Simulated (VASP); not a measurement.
# Pb (Im-3m) in VASP: further runs

Pb is run at these levels: PBEsol; tasks: single point.

Program: VASP 6.6.1. These are calculated values, not measurements. Logs are shortened: lines on timing, memory, paths and dates and some standing lists are left out, and cuts for length are marked.

## (1) The cell of the first run

Symmetry: Im-3m, No. 229, cubic system. The conventional cell has a = 3.761 Å, b = 3.761 Å, c = 3.761 Å, α = 90.00°, β = 90.00°, γ = 90.00°. Pb (site symmetry m-3m) has 14 Pb at 3.26 to 3.76 Å within 4.3 Å.

This isn't the form of Pb at room conditions, which is fcc.

## (2) Single point, PBEsol (strain -0.050 along x and y, -0.050 along z)

Contents of INCAR:

```
  PREC = Accurate
  ENCUT = 520
  EDIFF = 1E-7
  ISMEAR = 0
  SIGMA = 0.15
  LREAL = False
  LASPH = True
  NELM = 100
  ALGO = Normal
  ISIF = 2
  LWAVE = False
  LCHARG = False
  GGA = PS
  NBANDS = 13
```

Contents of KPOINTS:

```
Automatic mesh
0
Gamma
  18 18 18
```

Contents of POSCAR:

```
Pb
1.0
   -1.8806765884      1.8806765884      1.8806765884
    1.8806765884     -1.8806765884      1.8806765884
    1.8806765884      1.8806765884     -1.8806765884
Pb
1
Direct
    0.0000000000      0.0000000000      0.0000000000
```

Potentials or basis: VASP PAW PBE potentials, release 64 (Pb_d).

Command:

```console
$ cat potpaw_PBE.64/Pb_d/POTCAR > POTCAR
$ mpirun -np 1 vasp_std > vasp.out
```

OUTCAR:

```text
PREC = Accurate
   ENCUT = 520
   EDIFF = 1E-7
   ISMEAR = 0
   LREAL = False
   LASPH = True
   NELM = 100
   ISIF = 2
   GGA = PS

 ion  position               nearest neighbor table
   1  0.000  0.000  0.000-

  LATTYP: Found a body centered cubic cell.
 ALAT       =     3.7613531768

  Lattice vectors:

 A1 = (  -1.8806765884,   1.8806765884,   1.8806765884)
 A2 = (   1.8806765884,  -1.8806765884,   1.8806765884)
 A3 = (   1.8806765884,   1.8806765884,  -1.8806765884)

Analysis of symmetry for initial positions (statically):
=====================================================================
 Subroutine PRICEL returns:
 Original cell was already a primitive cell.

 Routine SETGRP: Setting up the symmetry group for a
 body centered cubic supercell.

 Subroutine GETGRP returns: Found 48 space group operations
 (whereof 48 operations were pure point group operations)
 out of a pool of 48 trial point group operations.

The static configuration has the point symmetry O_h .

Analysis of symmetry for dynamics (positions and initial velocities):
=====================================================================
 Subroutine PRICEL returns:
 Original cell was already a primitive cell.

 Routine SETGRP: Setting up the symmetry group for a
 body centered cubic supercell.

 Subroutine GETGRP returns: Found 48 space group operations
 (whereof 48 operations were pure point group operations)
 out of a pool of 48 trial point group operations.

The dynamic configuration has the point symmetry O_h .

 Subroutine INISYM returns: Found 48 space group operations
 (whereof 48 operations are pure point group operations),
 and found     1 'primitive' translations

----------------------------------------------------------------------------------------

                                     Primitive cell

  volume of cell :      26.6074

  direct lattice vectors                    reciprocal lattice vectors
    -1.880676588  1.880676588  1.880676588     0.000000000  0.265861766  0.265861766
     1.880676588 -1.880676588  1.880676588     0.265861766  0.000000000  0.265861766
     1.880676588  1.880676588 -1.880676588     0.265861766  0.265861766  0.000000000

  length of vectors
     3.257427404  3.257427404  3.257427404     0.375985316  0.375985316  0.375985316

  position of ions in fractional coordinates (direct lattice)
     0.000000000  0.000000000  0.000000000

  ion indices of the primitive-cell ions
   primitive index   ion index
                 1           1

----------------------------------------------------------------------------------------

 KPOINTS: Automatic mesh

Automatic generation of k-mesh.
 Grid dimensions read from file:
 generate k-points for:   18   18   18

 Generating k-lattice:

  Cartesian coordinates                     Fractional coordinates (reciprocal lattice)
     0.000000000  0.014770098  0.014770098     0.055555556  0.000000000  0.000000000
     0.014770098  0.000000000  0.014770098     0.000000000  0.055555556  0.000000000
     0.014770098  0.014770098  0.000000000     0.000000000  0.000000000  0.055555556

  Length of vectors
     0.020888073  0.020888073  0.020888073

  Shift w.r.t. Gamma in fractional coordinates (k-lattice)
     0.000000000  0.000000000  0.000000000

 Subroutine IBZKPT returns following result:
 ===========================================

 Found    195 irreducible k-points:

 Following reciprocal coordinates:
            Coordinates               Weight
  0.000000  0.000000  0.000000      1.000000
  0.055556  0.000000  0.000000     12.000000
  0.111111  0.000000  0.000000     12.000000
  0.166667  0.000000  0.000000     12.000000
  0.222222  0.000000  0.000000     12.000000
  0.277778  0.000000  0.000000     12.000000
[... 16 lines left out ...]
  0.333333  0.111111  0.000000     48.000000
  0.388889  0.111111  0.000000     48.000000
 [... further k-points ...]
   k-points           NKPTS =    195   k-points in BZ     NKDIM =    195   number of bands    NBANDS=     13
   number of dos      NEDOS =    301   number of ions     NIONS =      1
   total plane-waves  NPLWV =  13824
   dimension x,y,z NGX =    24 NGY =   24 NGZ =   24
   dimension x,y,z NGXF=    48 NGYF=   48 NGZF=   48
   ions per type =               1
   NGX,Y,Z   is equivalent  to a cutoff of  12.25, 12.25, 12.25 a.u.
   NGXF,Y,Z  is equivalent  to a cutoff of  24.50, 24.50, 24.50 a.u.
 SYSTEM =  unknown system
   PREC   = accura    normal or accurate (medium, high low for compatibility)
   ISTART =      0    job   : 0-new  1-cont  2-samecut
   ICHARG =      2    charge: 1-file 2-atom 10-const
   ISPIN  =      1    spin polarized calculation?
   LNONCOLLINEAR =      F non collinear calculations
   LSORBIT =      F    spin-orbit coupling
   LASPH  =      T    aspherical Exc in radial PAW
   ENCUT  =  520.0 eV  38.22 Ry    6.18 a.u.   6.06  6.06  6.06*2*pi/ulx,y,z
   NELM   =    100;   NELMIN=  2; NELMDL= -5     # of ELM steps
   EDIFF  = 0.1E-06   stopping-criterion for ELM
   LREAL  =      F    real-space projection
   EDIFFG = 0.1E-05   stopping-criterion for IOM
   NSW    =      0    number of steps for IOM
   IBRION =     -1    ionic relax: 0-MD 1-quasi-New 2-CG
   NFREE  =      0    steps in history (QN), initial steepest desc. (CG)
   ISIF   =      2    stress and relaxation
   ISYM   =      2    0-nonsym 1-usesym 2-fastsym
   POTIM  = 0.5000    time-step for ionic-motion
   TEBEG  =    0.0;   TEEND  =   0.0 temperature during run
   PSTRESS=    0.0 pullay stress
   NELECT =      14.0000    total number of electrons
   NUPDOWN=      -1.0000    fix difference up-down
   EMIN   =  10.00;   EMAX   =-10.00  energy-range for DOS
   EFERMI =   0.00;   METHOD = LEGACY
   ISMEAR =     0;   SIGMA  =   0.15  broadening in eV -4-tet -1-fermi 0-gaus
   EFERMI_NEDOS =   21; number of points for ismear=-14 and -15
   IALGO  =     38    algorithm
   IMIX   =      4    mixing-type and parameters
     AMIX     =   0.40;   BMIX     =  1.00
     AMIX_MAG =   1.60;   BMIX_MAG =  1.00
  volume/ion in A,a.u.               =      26.61       179.56
  Fermi-wavevector in a.u.,A,eV,Ry     =   1.321651  2.497558 23.766124  1.746761
  Thomas-Fermi vector in A             =   2.451389
   LORBIT       =      0    0 simple, 1 ext, 2 COOP (PROOUT), +10 PAW based schemes
   GGA     = PS    functional components
   LHFCALC =     F    Hartree Fock is set to
   AEXX    =    0.0000 exact exchange contribution
   IVDW    =     0    specifies the selected vdW correction
   LEPSILON=     F    determine dielectric tensor
   LRPA    =     F    only Hartree local field effects (RPA)
 non-spin polarized calculation
 Gauss-broadening in eV      SIGMA  =   0.15
  energy-cutoff  :      520.00
  volume of cell :       26.61
 maximum number of plane-waves:       728
   NGX = 13   NGY = 13   NGZ = 13

 number of electron      13.9999995 magnetization

 Free energy of the ion-electron system (eV)
  ---------------------------------------------------
  ext. energy  EPLUGINS =         0.00000000
  ---------------------------------------------------
  free energy    TOTEN  =        -3.89646783 eV

  energy without entropy =       -3.89138685  energy(sigma->0) =       -3.89392734

 E-fermi :   8.6614     XC(G=0): -10.9895

 val. band max:        8.6563993837   @ k =   0.1667   0.1667   0.0556
 cond. band min:       8.6757939311   @ k =  -0.4444   0.5000   0.2778
 fundamental gap:      0.0193945475
 Fermi energy:         8.6614260456

 k-point     1 :       0.0000    0.0000    0.0000
  band No.  band energies     occupation
      1      -8.5347      2.00000
      2      -8.5347      2.00000
      3      -8.5347      2.00000
      4      -8.1876      2.00000
      5      -8.1876      2.00000
      6      -4.0765      2.00000
      7      17.5509      0.00000
      8      17.5509      0.00000
      9      17.5509      0.00000
     10      19.9375      0.00000
     11      19.9375      0.00000
     12      19.9375      0.00000
     13      22.7004      0.00000

 k-point     2 :       0.0556    0.0000    0.0000
  band No.  band energies     occupation
      1      -8.5387      2.00000
      2      -8.5305      2.00000
      3      -8.5187      2.00000
      4      -8.1921      2.00000
      5      -8.1879      2.00000
      6      -4.0048      2.00000
      7      16.7425      0.00000
      8      17.2726      0.00000
      9      17.4200      0.00000
     10      19.5550      0.00000
     11      19.8311      0.00000
     12      19.8848      0.00000
     13      23.0530      0.00000

 k-point     3 :       0.1111    0.0000    0.0000
  band No.  band energies     occupation
      1      -8.5502      2.00000
      2      -8.5196      2.00000
      3      -8.4723      2.00000
      4      -8.2042      2.00000
      5      -8.1887      2.00000
      6      -3.7886      2.00000
      7      14.9951      0.00000
      8      16.5887      0.00000
      9      17.0316      0.00000
     10      18.9705      0.00000
     11      19.5749      0.00000
     12      19.9033      0.00000
     13      23.2503      0.00000

 k-point     4 :       0.1667    0.0000    0.0000
  band No.  band energies     occupation
      1      -8.5677      2.00000
      2      -8.5077      2.00000
      3      -8.4002      2.00000
      4      -8.2199      2.00000
      5      -8.1897      2.00000
      6      -3.4260      2.00000
      7      13.0168      0.00000
      8      15.7405      0.00000
      9      16.4687      0.00000
     10      18.4357      0.00000
     11      19.2707      0.00000
     12      20.1533      0.00000
     13      23.3389      0.00000

 k-point     5 :       0.2222    0.0000    0.0000
  band No.  band energies     occupation
      1      -8.5891      2.00000
      2      -8.5025      2.00000
      3      -8.3100      2.00000
      4      -8.2326      2.00000
      5      -8.1908      2.00000
      6      -2.9164      2.00000
      7      11.0413      0.00000
      8      14.8827      0.00000
      9      15.8615      0.00000
     10      17.9872      0.00000
     11      18.9804      0.00000
     12      20.6222      0.00000
     13      23.4369      0.00000
[... 257 lines left out ...]
 k-point    22 :       0.2778    0.1111    0.0000
  band No.  band energies     occupation
      1      -8.6127      2.00000
      2      -8.5088      2.00000
      3      -8.2401      2.00000
      4      -8.2027      2.00000
      5      -8.1245      2.00000
      6      -1.2745      2.00000
      7       7.4844      2.00000
      8      11.8958      0.00000
      9      14.2286      0.00000
     10      18.3181      0.00000
     11      20.3606      0.00000
     12      20.9791      0.00000
     13      24.7684      0.00000

 k-point    23 :       0.3333    0.1111    0.0000
  band No.  band energies     occupation
      1      -8.6280      2.00000
      2      -8.5218      2.00000
      3      -8.2288      2.00000
      4      -8.2038      2.00000
      5      -8.0611      2.00000
      6      -0.4133      2.00000
      7       5.9698      2.00000
      8      11.4277      0.00000
      9      13.8847      0.00000
     10      18.1275      0.00000
     11      20.2046      0.00000
     12      21.6980      0.00000
     13      24.5267      0.00000

 k-point    24 :       0.3889    0.1111    0.0000
  band No.  band energies     occupation
      1      -8.6380      2.00000
      2      -8.5334      2.00000
      3      -8.2181      2.00000
      4      -8.2061      2.00000
      5      -8.0181      2.00000
      6       0.4157      2.00000
      7       4.7421      2.00000
      8      11.1430      0.00000
      9      13.6739      0.00000
     10      18.0146      0.00000
     11      20.0948      0.00000
     12      22.4794      0.00000
     13      23.9931      0.00000

 [... further k-points ...]

------------------------ aborting loop because EDIFF is reached ----------------------------------------

  FORCE on cell =-STRESS in cart. coord.  units (eV):
  Direction    XX          YY          ZZ          XY          YZ          ZX
  --------------------------------------------------------------------------------------
  -------------------------------------------------------------------------------------
  Total        1.1808629      1.1808629      1.1808629      0.0000000      0.0000000     -0.0000000
  in kB       71.1062424     71.1062424     71.1062424      0.0000000      0.0000000     -0.0000000
  external PRESSURE =      71.1062424 kB  Pullay stress =       0.0000000 kB

 VOLUME and BASIS-vectors are now :
 -----------------------------------------------------------------------------
  energy-cutoff  :      520.00
  volume of cell :       26.61
      direct lattice vectors                 reciprocal lattice vectors
    -1.880676588  1.880676588  1.880676588     0.000000000  0.265861766  0.265861766
     1.880676588 -1.880676588  1.880676588     0.265861766  0.000000000  0.265861766
     1.880676588  1.880676588 -1.880676588     0.265861766  0.265861766  0.000000000

 POSITION                                       TOTAL-FORCE (eV/Angst)
 -----------------------------------------------------------------------------------
      0.00000      0.00000      0.00000        -0.000000      0.000000     -0.000000
 -----------------------------------------------------------------------------------
    total drift:                                0.000000      0.000000     -0.000000

  FREE ENERGIE OF THE ION-ELECTRON SYSTEM (eV)
  ---------------------------------------------------
  free  energy   TOTEN  =        -3.8964678349 eV

  energy  without entropy=       -3.8913868537  energy(sigma->0) =       -3.89392734
```

Run time: 56 s. Hardware: 1 thread of Intel Xeon 8259CL, shared host; peak memory 0.18 GiB.

What came out:

| Quantity | Value |
| --- | --- |
| Free energy | -3.8965 eV |
| Pressure | 7.1 GPa |
| Band gap on the k mesh | zero (bands 7 and 8 overlap by 11.33 eV) |

Caveat: the cell differs from its parent crystal (strain -0.050 along x and y, -0.050 along z); the cell stands under pressure; the PAW data sets were made with another functional, which shifts forces and pressure a little; spin-orbit coupling is left out, which moves the levels of the heavy elements.

## (3) Single point, PBEsol (strain +0.050 along x and y, +0.050 along z)

Contents of INCAR:

```
PREC = Accurate
ENCUT = 520
EDIFF = 1E-7
ISMEAR = 0
SIGMA = 0.15
LREAL = F
LASPH = T
NELM = 80
ALGO = Normal
ISIF = 2
LWAVE = F
LCHARG = F
GGA = PS
NBANDS = 13
```

KPOINTS is that of step 2.

Contents of POSCAR:

```
Pb
1.0
   -2.0786425450      2.0786425450      2.0786425450
    2.0786425450     -2.0786425450      2.0786425450
    2.0786425450      2.0786425450     -2.0786425450
Pb
1
Direct
    0.0000000000      0.0000000000      0.0000000000
```

Potentials or basis: VASP PAW PBE potentials, release 64 (Pb_d).

Command:

```console
$ cat potpaw_PBE.64/Pb_d/POTCAR > POTCAR
$ mpirun -np 1 vasp_std > vasp.out
```

OUTCAR:

```text
PREC = Accurate
   ENCUT = 520
   EDIFF = 1E-7
   ISMEAR = 0
   LREAL = F
   LASPH = T
   NELM = 80
   ISIF = 2
   GGA = PS

 ion  position               nearest neighbor table
   1  0.000  0.000  0.000-

  LATTYP: Found a body centered cubic cell.
 ALAT       =     4.1572850900

  Lattice vectors:

 A1 = (  -2.0786425450,   2.0786425450,   2.0786425450)
 A2 = (   2.0786425450,  -2.0786425450,   2.0786425450)
[... 561 lines left out ...]
     11      14.9540      0.00000
     12      17.1145      0.00000
     13      18.8013      0.00000

 [... further k-points ...]

------------------------ aborting loop because EDIFF is reached ----------------------------------------

  FORCE on cell =-STRESS in cart. coord.  units (eV):
  Direction    XX          YY          ZZ          XY          YZ          ZX
  --------------------------------------------------------------------------------------
  -------------------------------------------------------------------------------------
  Total       -1.2550762     -1.2550762     -1.2550762      0.0000000      0.0000000      0.0000000
  in kB      -55.9733445    -55.9733445    -55.9733445      0.0000000      0.0000000      0.0000000
  external PRESSURE =     -55.9733445 kB  Pullay stress =       0.0000000 kB

 VOLUME and BASIS-vectors are now :
 -----------------------------------------------------------------------------
  energy-cutoff  :      520.00
  volume of cell :       35.93
      direct lattice vectors                 reciprocal lattice vectors
    -2.078642545  2.078642545  2.078642545     0.000000000  0.240541598  0.240541598
     2.078642545 -2.078642545  2.078642545     0.240541598  0.000000000  0.240541598
     2.078642545  2.078642545 -2.078642545     0.240541598  0.240541598  0.000000000

 POSITION                                       TOTAL-FORCE (eV/Angst)
 -----------------------------------------------------------------------------------
      0.00000      0.00000      0.00000        -0.000000      0.000000      0.000000
 -----------------------------------------------------------------------------------
    total drift:                               -0.000000     -0.000000     -0.000000

  FREE ENERGIE OF THE ION-ELECTRON SYSTEM (eV)
  ---------------------------------------------------
  free  energy   TOTEN  =        -3.8393389993 eV

  energy  without entropy=       -3.8312229076  energy(sigma->0) =       -3.83528095
```

OSZICAR:

```text
N       E                     dE             d eps       ncg     rms          rms(c)
DAV:   1     0.108424136333E+03    0.10842E+03   -0.71067E+03  5123   0.120E+03
DAV:   2     0.169492315580E+01   -0.10673E+03   -0.10345E+03  5365   0.304E+02
DAV:   3    -0.371460622029E+01   -0.54095E+01   -0.53877E+01  6392   0.744E+01
DAV:   4    -0.384615779342E+01   -0.13155E+00   -0.13153E+00  6075   0.129E+01
DAV:   5    -0.385234073223E+01   -0.61829E-02   -0.61828E-02  6992   0.254E+00    0.463E-01
DAV:   6    -0.384168887319E+01    0.10652E-01   -0.16344E-02  6522   0.203E+00    0.243E-01
DAV:   7    -0.383939400666E+01    0.22949E-02   -0.69496E-03  6443   0.122E+00    0.982E-02
DAV:   8    -0.383933782076E+01    0.56186E-04   -0.46837E-04  6506   0.370E-01    0.128E-02
DAV:   9    -0.383933863783E+01   -0.81707E-06   -0.15155E-05  6539   0.644E-02    0.515E-03
DAV:  10    -0.383933900593E+01   -0.36810E-06   -0.25317E-06  6251   0.263E-02    0.268E-04
DAV:  11    -0.383933899925E+01    0.66786E-08   -0.57734E-08  3550   0.249E-03
   1 F= -.38393390E+01 E0= -.38352810E+01  d E =-.811609E-02
```

stdout:

```text
POSCAR found type information on POSCAR Pb
 POSCAR found :  1 types and       1 ions
 scaLAPACK will be used
 -----------------------------------------------------------------------------
|                                                                             |
|                                                                             |
|     You enforced a specific xc type in the INCAR file but a different       |
|     I HOPE YOU KNOW WHAT YOU ARE DOING!                                     |
|                                                                             |
 -----------------------------------------------------------------------------

 LDA part: xc-table for (Slater+PW92), standard interpolation
 POSCAR, INCAR and KPOINTS ok, starting setup
 FFT: planning ... GRIDC
 FFT: planning ... GRID_SOFT
 FFT: planning ... GRID
 WAVECAR not read
 entering main loop
```

Run time: 2.1 min. Hardware: 1 thread of Intel Xeon 8259CL, shared host; peak memory 0.22 GiB.

Results:

| Property | Result |
| --- | --- |
| Free energy | -3.8393 eV |
| Pressure | -5.6 GPa |
| Band gap on the k mesh | zero (bands 7 and 8 overlap by 7.89 eV) |

Caveat: the cell differs from its parent crystal (strain +0.050 along x and y, +0.050 along z); the cell stands under tension; the PAW data sets were made with another functional, which shifts forces and pressure a little; spin-orbit coupling is left out, which moves the levels of the heavy elements.
